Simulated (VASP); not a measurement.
# AlCo (Pm-3m) in VASP: a series of runs, part 2 of 2

VASP 6.6.1. Earlier steps stand in the parts before.

## 6. Relaxation of cell and atoms, PBEsol

This run uses another cell than the first one, of 11.21 Å³/atom, 0.997 times its volume.

Input file INCAR:

```
PREC     = Accurate       # precision mode
ENCUT    = 600            # plane-wave cutoff, eV
EDIFF    = 1E-6           # SCF threshold, eV
ISMEAR   = 0              # smearing method
SIGMA    = 0.1            # smearing width, eV
LREAL    = False          # projectors in reciprocal space
LASPH    = True           # aspherical terms in the spheres
NELM     = 80             # most SCF steps
ALGO     = Normal         # electronic algorithm
ISIF     = 3              # what is computed and relaxed
LWAVE    = False          # write WAVECAR
LCHARG   = False          # write CHGCAR
GGA      = PS             # functional
IBRION   = 2              # ionic algorithm
NSW      = 100            # ionic steps
EDIFFG   = -0.005         # ionic threshold
```

Input file KPOINTS:

```
Automatic mesh
0
Gamma
  14 14 14
```

Input file POSCAR:

```
AlCo
1.0
    2.8194032100      0.0000000000      0.0000000000
    0.0000000000      2.8194032100      0.0000000000
    0.0000000000      0.0000000000      2.8194032100
Al Co
1 1
Direct
    0.0000000000      0.0000000000      0.0000000000
    0.5000000000      0.5000000000      0.5000000000
```

Potentials or basis: VASP PAW PBE potentials, release 64 (Al, Co).

On the command line:

```
> cat potpaw_PBE.64/Al/POTCAR potpaw_PBE.64/Co/POTCAR > POTCAR
> mpirun -np 1 vasp_std > vasp.out
```

OUTCAR:

```text
PREC = Accurate
   ENCUT = 600
   EDIFF = 1E-6
   ISMEAR = 0
   LREAL = False
   LASPH = True
   NELM = 80
   ISIF = 3
   GGA = PS
   IBRION = 2
   NSW = 100
   EDIFFG = -0.005

 ion  position               nearest neighbor table
   1  0.000  0.000  0.000-   2 2.44   2 2.44   2 2.44   2 2.44   2 2.44   2 2.44   2 2.44   2 2.44

   2  0.500  0.500  0.500-   1 2.44   1 2.44   1 2.44   1 2.44   1 2.44   1 2.44   1 2.44   1 2.44

  LATTYP: Found a simple cubic cell.
 ALAT       =     2.8194032100

  Lattice vectors:

 A1 = (   2.8194032100,   0.0000000000,   0.0000000000)
 A2 = (   0.0000000000,   2.8194032100,   0.0000000000)
 A3 = (   0.0000000000,   0.0000000000,   2.8194032100)

Analysis of symmetry for initial positions (statically):
=====================================================================
 Subroutine PRICEL returns:
 Original cell was already a primitive cell.

 Routine SETGRP: Setting up the symmetry group for a
 simple cubic supercell.

 Subroutine GETGRP returns: Found 48 space group operations
 (whereof 48 operations were pure point group operations)
 out of a pool of 48 trial point group operations.

The static configuration has the point symmetry O_h .

Analysis of symmetry for dynamics (positions and initial velocities):
=====================================================================
 Subroutine PRICEL returns:
 Original cell was already a primitive cell.

 Routine SETGRP: Setting up the symmetry group for a
 simple cubic supercell.

 Subroutine GETGRP returns: Found 48 space group operations
 (whereof 48 operations were pure point group operations)
 out of a pool of 48 trial point group operations.

The dynamic configuration has the point symmetry O_h .

 Subroutine INISYM returns: Found 48 space group operations
 (whereof 48 operations are pure point group operations),
 and found     1 'primitive' translations

----------------------------------------------------------------------------------------

                                     Primitive cell

  volume of cell :      22.4115

[... 131 lines left out ...]

 Free energy of the ion-electron system (eV)
  ---------------------------------------------------
  ext. energy  EPLUGINS =         0.00000000
  ---------------------------------------------------
  free energy    TOTEN  =       -13.08385849 eV

  energy without entropy =      -13.08059208  energy(sigma->0) =      -13.08222528

------------------------ aborting loop because EDIFF is reached ----------------------------------------

  FORCE on cell =-STRESS in cart. coord.  units (eV):
  Direction    XX          YY          ZZ          XY          YZ          ZX
  --------------------------------------------------------------------------------------
  -------------------------------------------------------------------------------------
  Total        0.1050515      0.1050515      0.1050515     -0.0000000      0.0000000      0.0000000
  in kB        7.5100205      7.5100205      7.5100205     -0.0000000      0.0000000      0.0000000
  external PRESSURE =       7.5100205 kB  Pullay stress =       0.0000000 kB
[... 59 lines left out ...]
--------------------------------------- Ionic step        3  -------------------------------------------

 number of electron      11.9999996 magnetization

 Free energy of the ion-electron system (eV)
  ---------------------------------------------------
  ext. energy  EPLUGINS =         0.00000000
  ---------------------------------------------------
  free energy    TOTEN  =       -13.08403067 eV

  energy without entropy =      -13.08074495  energy(sigma->0) =      -13.08238781

 E-fermi :  10.8445     XC(G=0): -12.5263

 val. band max:       10.8361456373   @ k =   0.5000   0.3571   0.0714
 cond. band min:      10.9139581821   @ k =   0.5000   0.2857   0.0000
 fundamental gap:      0.0778125448
 Fermi energy:        10.8444901475

 k-point     1 :       0.0000    0.0000    0.0000
  band No.  band energies     occupation
      1      -0.4278      2.00000
      2       7.7220      2.00000
      3       7.7220      2.00000
      4       9.9855      2.00000
      5       9.9855      2.00000
      6       9.9855      2.00000
      7      16.9458      0.00000
      8      16.9458      0.00000
      9      16.9458      0.00000
     10      19.7096      0.00000
[... 287 lines left out ...]
 k-point    24 :       0.3571    0.2143    0.0000
  band No.  band energies     occupation
      1       2.7291      2.00000
      2       6.6663      2.00000
      3       8.2052      2.00000
      4       8.9241      2.00000
      5       9.2952      2.00000
      6       9.7318      2.00000
      7      11.5250      0.00000
      8      15.4412      0.00000
      9      19.3736      0.00000
     10      20.8694      0.00000

 [... further k-points ...]

------------------------ aborting loop because EDIFF is reached ----------------------------------------

  FORCE on cell =-STRESS in cart. coord.  units (eV):
  Direction    XX          YY          ZZ          XY          YZ          ZX
  --------------------------------------------------------------------------------------
  -------------------------------------------------------------------------------------
  Total        0.0063376      0.0063376      0.0063376      0.0000000      0.0000000      0.0000000
  in kB        0.4514847      0.4514847      0.4514847      0.0000000      0.0000000      0.0000000
  external PRESSURE =       0.4514847 kB  Pullay stress =       0.0000000 kB
[... 17 lines left out ...]
  FREE ENERGIE OF THE ION-ELECTRON SYSTEM (eV)
  ---------------------------------------------------
  free  energy   TOTEN  =       -13.0840306678 eV

  energy  without entropy=      -13.0807449547  energy(sigma->0) =      -13.08238781

 reached required accuracy - stopping structural energy minimisation
```

CONTCAR:

```text
AlCo
   1.00000000000000
     2.8226950793282182   -0.0000000000000000    0.0000000000000000
    -0.0000000000000000    2.8226950793282182   -0.0000000000000000
     0.0000000000000000    0.0000000000000000    2.8226950793282182
  Al              Co
     1     1
Direct
     0.0000000000000000    0.0000000000000000    0.0000000000000000
     0.5000000000000000    0.5000000000000000    0.5000000000000000

  0.00000000E+00  0.00000000E+00  0.00000000E+00
  0.00000000E+00  0.00000000E+00  0.00000000E+00
```

Run time: 20 s. Hardware: 1 thread of Intel Xeon Platinum 8488C (Sapphire Rapids), shared host; peak memory 0.17 GiB.

Results:

```
Free energy                            : -13.0840 eV
Relaxed volume                         : 11.25 Å³/atom
Relaxed cell                           : a = 2.823 Å, b = 2.823 Å, c = 2.823 Å, α = 90.00°, β = 90.00°, γ = 90.00°
Space group after relaxing (to 0.05 Å) : Pm-3m (No. 221)
Energy gained by relaxing              : 0.1 meV/atom
Ionic steps                            : 3
Pressure after relaxing                : 0.0 GPa
Band gap on the k mesh                 : zero (band 6 reaches 13.20 eV, above the bottom of band 7 at 10.57 eV)
```

The path:
```csv
step,energy change (eV),largest force (eV/Å),pressure (GPa),volume (Å³)
1,0.0000,0.0000,0.75,22.41
2,0.0000,0.0000,-0.78,22.58
3,-0.0002,0.0000,0.05,22.49
```

Final structure:
```
Al Co
1.0
     2.82270    0.00000    0.00000
     0.00000    2.82270    0.00000
     0.00000    0.00000    2.82270
Al Co
1 1
Direct
  0.00000 0.00000 0.00000
  0.50000 0.50000 0.50000
```

Caveat: the PAW data sets were made with another functional, which shifts forces and pressure a little.

## 7. Overview

| task | cell | k mesh | cutoff (eV) | smearing | gap on the mesh (eV) | pressure (GPa) |
| --- | --- | --- | --- | --- | --- | --- |
| single point | a = 2.823 Å, 2 atoms | 12 × 12 × 12 | 520 | gaussian 0.15 eV | none | 0.1 |
| single point | a = 2.823 Å, 2 atoms | 14 × 14 × 14 | 520 | gaussian 0.1 eV | none | -0.1 |
| single point | a = 2.823, b = 2.823, c = 5.645 Å, 4 atoms | 12 × 12 × 6 | 520 | gaussian 0.15 eV | none | 0.2 |
| relaxation of cell and atoms | relaxed from a = 2.819 Å, 2 atoms | 14 × 14 × 14 | 600 | gaussian 0.1 eV | none | 0.0 |

Alike in all rows: level PBEsol; potentials or basis VASP PAW PBE potentials, release 64 (Al, Co); no spin polarisation.

Caveats: the PAW data sets were made with another functional, which shifts forces and pressure a little.

Absolute energies hang on the potentials; compare differences alone.
